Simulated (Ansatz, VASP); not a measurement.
**Sr2W in VASP and in Ansatz**

File INCAR:

```
SYSTEM = Sr2W
ALGO = Fast ; EDIFF = 1E-6
ENCUT = 520 ; GGA = PE
ISIF = 2 ; ISMEAR = 0
LASPH = .TRUE. ; LCHARG = .FALSE.
LREAL = .FALSE. ; LWAVE = .FALSE.
NBANDS = 43 ; NELM = 60
PREC = Accurate ; SIGMA = 0.1
```

KPOINTS

```
k-points
0
G
  4 4 4
  0 0 0
```

The input POSCAR:

```
Sr2W
1.0
    6.2704398381      0.0000000000      0.0000000000
    0.0000000000      6.4613666921      0.0000000000
    0.0000000000      0.0000000000      4.2204883525
Sr W
4 2
Direct
    0.2250000000      0.8250000000      0.5000000000
    0.7250000000      0.6750000000      0.0000000000
    0.7750000000      0.1750000000      0.5000000000
    0.2750000000      0.3250000000      0.0000000000
    0.5000000000      0.5000000000      0.5000000000
    0.0000000000      0.0000000000      0.0000000000
```

Input for Ansatz:

```yaml
crystal:
  lattice:
    - [6.2704398381, 0.0, 0.0]
    - [0.0, 6.4613666921, 0.0]
    - [0.0, 0.0, 4.2204883525]
  atoms:
    - { symbol: Sr, position: [0.225, 0.825, 0.5] }
    - { symbol: Sr, position: [0.725, 0.675, 0.0] }
    - { symbol: Sr, position: [0.775, 0.175, 0.5] }
    - { symbol: Sr, position: [0.275, 0.325, 0.0] }
    - { symbol: W, position: [0.5, 0.5, 0.5] }
    - { symbol: W, position: [0.0, 0.0, 0.0] }
basis:
  ecutwfc: 420
kpoints:
  mp_grid: { grid: [4, 4, 4] }
hamiltonian:
  xc: pbe
scf:
  occupations: { method: gaussian, width: 0.1 }
  lower_state_search: "off"
output:
  forces: true
  stress: true
  eigenvalues: true
```

Alike in both runs: task single point; functional PBE; k mesh 4 × 4 × 4; occupations gaussian, width 0.1 eV; no spin polarisation.

|  | VASP | Ansatz |
| --- | --- | --- |
| version | VASP 6.6.1 | Ansatz 0.2.0 |
| potentials or method | VASP PAW PBE potentials, release 64 (Sr_sv, W_sv), cutoff 520 eV | scalar-relativistic, plane waves, PAW |
| valence electrons in the cell | 68 | 68 |

VASP gave:

* gap on the k mesh at the Fermi level (eV): none
* pressure (GPa): 14.0
* traceless stress, the component that is largest in VASP (GPa): -0.75
* rms of the force components (eV/Å): 0.410

Question: Which values does Ansatz return?

Answer: gap on the k mesh at the Fermi level (eV): none; pressure (GPa): 13.5; traceless stress, the component that is largest in VASP (GPa): -0.77; rms of the force components (eV/Å): 0.403.

Atom by atom the forces differ by 0.008 eV/Å (rms over components). A gap of «none» marks a metal or a gap that the smearing closes.

The k mesh is coarse, so the values compare programs but aren't converged. Neither program's run includes spin-orbit coupling.
